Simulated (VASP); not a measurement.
# I (P6_3/mmc) in VASP: a series of runs

I is run at these levels: LDA; tasks: single point, relaxation of cell and atoms.

Program: VASP 6.6.1. These are calculated values, not measurements. Logs are shortened: lines on timing, memory, paths and dates and some standing lists are left out, and cuts for length are marked.

### 1 The cell of the first run

Symmetry: P6_3/mmc, No. 194, hexagonal system. Conventional cell: a = 2.745 Å, b = 2.745 Å, c = 4.695 Å, α = 90.00°, β = 90.00°, γ = 120.00°. I (site symmetry -6m2) has 12 I at 2.75 to 2.83 Å within 3.6 Å.

### 2 Single point, LDA

INCAR

```
  PREC = Accurate
  ENCUT = 520
  EDIFF = 1E-6
  ISMEAR = -1
  SIGMA = 0.05
  LREAL = False
  LASPH = True
  NELM = 60
  ALGO = Normal
  ISIF = 2
  LWAVE = False
  LCHARG = False
  GGA = CA
  NBANDS = 14
```

KPOINTS

```
Automatic mesh
0
Gamma
  15 15 8
```

POSCAR

```
I
1.0
    2.7454108320      0.0000000000      0.0000000000
   -1.3727054160      2.3775955244      0.0000000000
    0.0000000000      0.0000000000      4.6952006416
I
2
Direct
    0.3333333333      0.6666666667      0.2500000000
    0.6666666667      0.3333333333      0.7500000000
```

Potentials or basis: VASP PAW LDA potentials, release 64 (I).

Command:

```sh
cat potpaw_LDA.64/I/POTCAR > POTCAR
mpirun -np 1 vasp_std > vasp.out
```

OUTCAR:

```text
PREC = Accurate
   ENCUT = 520
   EDIFF = 1E-6
   ISMEAR = -1
   LREAL = False
   LASPH = True
   NELM = 60
   ISIF = 2
   GGA = CA

 ion  position               nearest neighbor table
   1  0.333  0.667  0.250-   2 2.83   2 2.83   2 2.83   2 2.83   2 2.83   2 2.83
   2  0.667  0.333  0.750-   1 2.83   1 2.83   1 2.83   1 2.83   1 2.83   1 2.83

  LATTYP: Found a hexagonal cell.
 ALAT       =     2.7454108320
 C/A-ratio  =     1.7101996491

  Lattice vectors:

 A1 = (   2.7454108320,   0.0000000000,   0.0000000000)
 A2 = (  -1.3727054160,   2.3775955244,   0.0000000000)
 A3 = (   0.0000000000,   0.0000000000,   4.6952006416)

Analysis of symmetry for initial positions (statically):
=====================================================================
 Subroutine PRICEL returns:
 Original cell was already a primitive cell.

 Routine SETGRP: Setting up the symmetry group for a
 hexagonal supercell.

 Subroutine GETGRP returns: Found 24 space group operations
 (whereof 12 operations were pure point group operations)
 out of a pool of 24 trial point group operations.

The static configuration has the point symmetry D_3d.
 The point group associated with its full space group is D_6h.

Analysis of symmetry for dynamics (positions and initial velocities):
=====================================================================
 Subroutine PRICEL returns:
 Original cell was already a primitive cell.

 Routine SETGRP: Setting up the symmetry group for a
 hexagonal supercell.

 Subroutine GETGRP returns: Found 24 space group operations
 (whereof 12 operations were pure point group operations)
 out of a pool of 24 trial point group operations.

The dynamic configuration has the point symmetry D_3d.
 The point group associated with its full space group is D_6h.

 Subroutine INISYM returns: Found 24 space group operations
 (whereof 12 operations are pure point group operations),
 and found     1 'primitive' translations

----------------------------------------------------------------------------------------

                                     Primitive cell

  volume of cell :      30.6478

  direct lattice vectors                    reciprocal lattice vectors
     2.745410832  0.000000000  0.000000000     0.364244210  0.210296493  0.000000000
    -1.372705416  2.377595524  0.000000000     0.000000000  0.420592986  0.000000000
     0.000000000  0.000000000  4.695200642     0.000000000  0.000000000  0.212983443

  length of vectors
     2.745410832  2.745410832  4.695200642     0.420592986  0.420592986  0.212983443

  position of ions in fractional coordinates (direct lattice)
     0.333333333  0.666666667  0.250000000
     0.666666667  0.333333333  0.750000000

  ion indices of the primitive-cell ions
   primitive index   ion index
                 1           1
                 2           2

----------------------------------------------------------------------------------------

 KPOINTS: Automatic mesh

Automatic generation of k-mesh.
 Grid dimensions read from file:
 generate k-points for:   15   15    8

 Generating k-lattice:

  Cartesian coordinates                     Fractional coordinates (reciprocal lattice)
     0.024282947  0.014019766  0.000000000     0.066666667  0.000000000  0.000000000
     0.000000000  0.028039532  0.000000000     0.000000000  0.066666667  0.000000000
     0.000000000  0.000000000  0.026622930     0.000000000  0.000000000  0.125000000

  Length of vectors
     0.028039532  0.028039532  0.026622930

  Shift w.r.t. Gamma in fractional coordinates (k-lattice)
     0.000000000  0.000000000  0.000000000

 Subroutine IBZKPT returns following result:
 ===========================================

 Found    135 irreducible k-points:

 Following reciprocal coordinates:
            Coordinates               Weight
  0.000000  0.000000  0.000000      1.000000
  0.066667  0.000000  0.000000      6.000000
  0.133333  0.000000  0.000000      6.000000
  0.200000  0.000000  0.000000      6.000000
  0.266667  0.000000  0.000000      6.000000
  0.333333  0.000000  0.000000      6.000000
[... 16 lines left out ...]
  0.333333  0.200000  0.000000     12.000000
  0.400000  0.200000  0.000000      6.000000
 [... further k-points ...]
   k-points           NKPTS =    135   k-points in BZ     NKDIM =    135   number of bands    NBANDS=     14
   number of dos      NEDOS =    301   number of ions     NIONS =      2
   total plane-waves  NPLWV =  14400
   dimension x,y,z NGX =    20 NGY =   20 NGZ =   36
   dimension x,y,z NGXF=    40 NGYF=   40 NGZF=   72
   ions per type =               2
   NGX,Y,Z   is equivalent  to a cutoff of  12.11, 12.11, 12.75 a.u.
   NGXF,Y,Z  is equivalent  to a cutoff of  24.22, 24.22, 25.49 a.u.
 SYSTEM =  unknown system
   PREC   = accura    normal or accurate (medium, high low for compatibility)
   ISTART =      0    job   : 0-new  1-cont  2-samecut
   ICHARG =      2    charge: 1-file 2-atom 10-const
   ISPIN  =      1    spin polarized calculation?
   LNONCOLLINEAR =      F non collinear calculations
   LSORBIT =      F    spin-orbit coupling
   LASPH  =      T    aspherical Exc in radial PAW
   ENCUT  =  520.0 eV  38.22 Ry    6.18 a.u.   5.10  5.10  8.73*2*pi/ulx,y,z
   NELM   =     60;   NELMIN=  2; NELMDL= -5     # of ELM steps
   EDIFF  = 0.1E-05   stopping-criterion for ELM
   LREAL  =      F    real-space projection
   EDIFFG = 0.1E-04   stopping-criterion for IOM
   NSW    =      0    number of steps for IOM
   IBRION =     -1    ionic relax: 0-MD 1-quasi-New 2-CG
   NFREE  =      0    steps in history (QN), initial steepest desc. (CG)
   ISIF   =      2    stress and relaxation
   ISYM   =      2    0-nonsym 1-usesym 2-fastsym
   POTIM  = 0.5000    time-step for ionic-motion
   TEBEG  =    0.0;   TEEND  =   0.0 temperature during run
   PSTRESS=    0.0 pullay stress
   NELECT =      14.0000    total number of electrons
   NUPDOWN=      -1.0000    fix difference up-down
   EMIN   =  10.00;   EMAX   =-10.00  energy-range for DOS
   EFERMI =   0.00;   METHOD = LEGACY
   ISMEAR =    -1;   SIGMA  =   0.05  broadening in eV -4-tet -1-fermi 0-gaus
   EFERMI_NEDOS =   21; number of points for ismear=-14 and -15
   IALGO  =     38    algorithm
   IMIX   =      4    mixing-type and parameters
     AMIX     =   0.40;   BMIX     =  1.00
     AMIX_MAG =   1.60;   BMIX_MAG =  1.00
  volume/ion in A,a.u.               =      15.32       103.41
  Fermi-wavevector in a.u.,A,eV,Ry     =   1.260814  2.382593 21.628527  1.589652
  Thomas-Fermi vector in A             =   2.394305
   LORBIT       =      0    0 simple, 1 ext, 2 COOP (PROOUT), +10 PAW based schemes
   GGA     = CA    functional components
   LHFCALC =     F    Hartree Fock is set to
   AEXX    =    0.0000 exact exchange contribution
   IVDW    =     0    specifies the selected vdW correction
   LEPSILON=     F    determine dielectric tensor
   LRPA    =     F    only Hartree local field effects (RPA)
 non-spin polarized calculation
  energy-cutoff  :      520.00
  volume of cell :       30.65
 maximum number of plane-waves:       841
   NGX = 11   NGY = 11   NGZ = 17

 number of electron      13.9999998 magnetization

 Free energy of the ion-electron system (eV)
  ---------------------------------------------------
  ext. energy  EPLUGINS =         0.00000000
  ---------------------------------------------------
  free energy    TOTEN  =         4.28855145 eV

  energy without entropy =        4.29682825  energy(sigma->0) =        4.29268985

 E-fermi :  19.6498     XC(G=0): -13.2352

 val. band max:       19.6028317305   @ k =   0.2667   0.1333   0.1250
 cond. band min:      19.6656621601   @ k =   0.3333   0.0000   0.2500
 fundamental gap:      0.0628304296
 Fermi energy:        19.6498304046

 k-point     1 :       0.0000    0.0000    0.0000
  band No.  band energies     occupation
      1      -2.9287      2.00000
      2       2.6883      2.00000
      3       6.5201      2.00000
      4      22.1645      0.00000
      5      22.1645      0.00000
      6      23.1882      0.00000
      7      24.6086      0.00000
      8      24.6086      0.00000
      9      27.1542      0.00000
     10      27.5785      0.00000
     11      29.3186      0.00000
     12      30.0641      0.00000
     13      30.0641      0.00000
     14      31.0668      0.00000

 k-point     2 :       0.0667    0.0000    0.0000
  band No.  band energies     occupation
      1      -2.8041      2.00000
      2       2.8053      2.00000
      3       6.6477      2.00000
      4      20.7672      0.00000
      5      21.5508      0.00000
      6      23.1990      0.00000
      7      23.9351      0.00000
      8      24.8343      0.00000
      9      27.0461      0.00000
     10      28.0054      0.00000
     11      28.8563      0.00000
     12      29.6721      0.00000
     13      29.8467      0.00000
     14      31.0029      0.00000

 k-point     3 :       0.1333    0.0000    0.0000
  band No.  band energies     occupation
      1      -2.4305      2.00000
      2       3.1558      2.00000
      3       7.0284      2.00000
      4      18.1394      2.00000
      5      20.4043      0.00000
      6      22.3612      0.00000
      7      23.0806      0.00000
      8      24.6564      0.00000
      9      25.4119      0.00000
     10      27.7751      0.00000
     11      28.8242      0.00000
     12      28.9870      0.00000
     13      30.3335      0.00000
     14      30.5133      0.00000

 k-point     4 :       0.2000    0.0000    0.0000
  band No.  band energies     occupation
      1      -1.8083      2.00000
      2       3.7364      2.00000
      3       7.6556      2.00000
      4      15.3537      2.00000
      5      19.2511      1.99931
      6      20.1462      0.00010
      7      22.3042      0.00000
      8      23.8834      0.00000
      9      24.0702      0.00000
     10      26.6464      0.00000
     11      28.7875      0.00000
     12      29.4126      0.00000
     13      29.6309      0.00000
     14      30.1006      0.00000

 k-point     5 :       0.2667    0.0000    0.0000
  band No.  band energies     occupation
      1      -0.9399      2.00000
      2       4.5336      2.00000
      3       8.5160      2.00000
      4      12.6797      2.00000
      5      17.6712      2.00000
      6      18.2455      2.00000
      7      20.6642      0.00000
      8      22.9806      0.00000
      9      23.1842      0.00000
     10      26.4815      0.00000
     11      28.5609      0.00000
[... 276 lines left out ...]
 k-point    22 :       0.2667    0.2000    0.0000
  band No.  band energies     occupation
      1       1.6200      2.00000
      2       6.5184      2.00000
      3      10.0168      2.00000
      4      10.9744      2.00000
      5      11.8446      2.00000
      6      15.2728      2.00000
      7      17.1656      2.00000
      8      17.7379      2.00000
      9      22.0585      0.00000
     10      28.4025      0.00000
     11      29.6856      0.00000
     12      31.2115      0.00000
     13      32.0632      0.00000
     14      34.3433      0.00000

 k-point    23 :       0.3333    0.2000    0.0000
  band No.  band energies     occupation
      1       2.9957      2.00000
      2       6.3603      2.00000
      3       9.4365      2.00000
      4      11.3970      2.00000
      5      12.2067      2.00000
      6      13.3396      2.00000
      7      16.2084      2.00000
      8      16.7222      2.00000
      9      21.4851      0.00000
     10      28.1822      0.00000
     11      30.9585      0.00000
     12      32.5666      0.00000
     13      33.5612      0.00000
     14      34.5694      0.00000

 k-point    24 :       0.4000    0.2000    0.0000
  band No.  band energies     occupation
      1       4.0309      2.00000
      2       5.4649      2.00000
      3       9.8181      2.00000
      4      11.3692      2.00000
      5      12.2518      2.00000
      6      12.9834      2.00000
      7      15.3179      2.00000
      8      16.5795      2.00000
      9      21.3067      0.00000
     10      28.1009      0.00000
     11      31.8086      0.00000
     12      33.2164      0.00000
     13      33.7513      0.00000
     14      33.9305      0.00000

 [... further k-points ...]

------------------------ aborting loop because EDIFF is reached ----------------------------------------

  FORCE on cell =-STRESS in cart. coord.  units (eV):
  Direction    XX          YY          ZZ          XY          YZ          ZX
  --------------------------------------------------------------------------------------
  -------------------------------------------------------------------------------------
  Total       28.6726216     28.6726216     28.7196806      0.0000000     -0.0000000      0.0000000
  in kB     1498.9201977   1498.9201978   1501.3803075      0.0000000     -0.0000000      0.0000000
  external PRESSURE =    1499.7402344 kB  Pullay stress =       0.0000000 kB

 VOLUME and BASIS-vectors are now :
 -----------------------------------------------------------------------------
  energy-cutoff  :      520.00
  volume of cell :       30.65
      direct lattice vectors                 reciprocal lattice vectors
     2.745410832  0.000000000  0.000000000     0.364244210  0.210296493  0.000000000
    -1.372705416  2.377595524  0.000000000     0.000000000  0.420592986  0.000000000
     0.000000000  0.000000000  4.695200642     0.000000000  0.000000000  0.212983443

 POSITION                                       TOTAL-FORCE (eV/Angst)
 -----------------------------------------------------------------------------------
     -0.00000      1.58506      1.17380         0.000000     -0.000000      0.000000
      1.37271      0.79253      3.52140        -0.000000      0.000000      0.000000
 -----------------------------------------------------------------------------------
    total drift:                               -0.000000      0.000000      0.000000

  FREE ENERGIE OF THE ION-ELECTRON SYSTEM (eV)
  ---------------------------------------------------
  free  energy   TOTEN  =         4.2885514528 eV

  energy  without entropy=        4.2968282483  energy(sigma->0) =        4.29268985
```

Wall time 15 s (1 thread of Intel Xeon 6975P-C (Granite Rapids), shared host); peak memory 0.16 GiB.

What came out:

* Free energy: 4.2886 eV
* Pressure: 150.0 GPa
* Band gap on the k mesh: zero (bands 7 and 8 overlap by 10.14 eV)

Stress tensor (GPa, compression positive):
```
149.89   0.00   0.00
  0.00 149.89   0.00
  0.00   0.00 150.14
```

Levels at points of the mesh, in eV from the Fermi level:
```csv
k point,band 4,band 5,band 6,band 7,band 8,band 9,band 10,band 11
"(0.00, 0.00, 0.00)",2.51,2.51,3.54,4.96,4.96,7.50,7.93,9.67
"(0.00, 0.00, 0.50)",-5.79,3.74,3.74,3.74,3.74,8.17,8.17,9.60
```

Caveat: the cell stands under pressure; spin-orbit coupling is left out, which moves the levels of the heavy elements.

### 3 Relaxation of cell and atoms, LDA, target pressure 150 GPa, at which the enthalpy is minimised

INCAR

```
  PREC = Accurate
  ENCUT = 600
  EDIFF = 1E-6
  ISMEAR = -1
  SIGMA = 0.05
  LREAL = False
  LASPH = True
  NELM = 80
  ALGO = Normal
  ISIF = 3
  LWAVE = False
  LCHARG = False
  IBRION = 2
  NSW = 32
  EDIFFG = -0.005
  PSTRESS = 1500.0
```

KPOINTS is that of step 2.

POSCAR

```
I
1.0
    2.7452497459      0.0000000000      0.0000000000
   -1.3726248729      2.3774560197      0.0000000000
    0.0000000000      0.0000000000      4.6948721954
I
2
Direct
    0.3333333333      0.6666666667      0.2500000000
    0.6666666667      0.3333333333      0.7500000000
```

Potentials or basis: VASP PAW LDA potentials, release 64 (I).

Command:

```sh
cat potpaw_LDA.64/I/POTCAR > POTCAR
mpirun -np 1 vasp_std > vasp.out
```

It took 37 s on 1 thread of Intel Xeon 6975P-C (Granite Rapids), shared host; peak memory 0.18 GiB.

Results (log left out):

| Quantity | Value |
| --- | --- |
| Free energy | 4.2893 eV |
| Relaxed volume | 15.32 Å³/atom |
| Relaxed cell | a = 2.745 Å, b = 2.745 Å, c = 4.697 Å, α = 90.00°, β = 90.00°, γ = 120.00° |
| Space group after relaxing (to 0.1 Å) | P6_3/mmc (No. 194) |
| Energy change on relaxing (the run minimises the enthalpy) | -2.2 meV/atom |
| Ionic steps | 5 |
| Pressure after relaxing | 150.0 GPa |
| Band gap on the k mesh | zero (bands 7 and 8 overlap by 10.14 eV) |

Step by step:
```csv
step,energy change (eV),largest force (eV/Å),pressure (GPa),volume (Å³)
1,0.0000,0.0000,150.08,30.64
2,-0.0316,0.0000,149.48,30.68
3,-0.0079,0.0000,149.92,30.65
4,0.0071,0.0000,150.21,30.63
5,-0.0044,0.0000,150.00,30.65
```

Final structure:
```xyz
2
Lattice="2.7449 0.0000 0.0000 -1.3725 2.3772 0.0000 0.0000 0.0000 4.6967" Properties=species:S:1:pos:R:3 pbc="T T T"
I     0.0000    1.5848    1.1742
I     1.3725    0.7924    3.5225
```

Levels at points of the mesh, in eV from the Fermi level:
```csv
k point,band 5,band 6,band 7,band 8,band 9,band 10
"(0.00, 0.00, 0.00)",2.53,3.53,4.97,4.97,7.50,7.94
"(0.00, 0.00, 0.50)",3.75,3.75,3.75,3.75,8.17,8.17
```

Caveat: the cell is relaxed towards a set pressure, so the run minimises the enthalpy, not the energy; spin-orbit coupling is left out, which moves the levels of the heavy elements.

The gap in the log of VASP goes by the Fermi energy; the results here count the filled bands.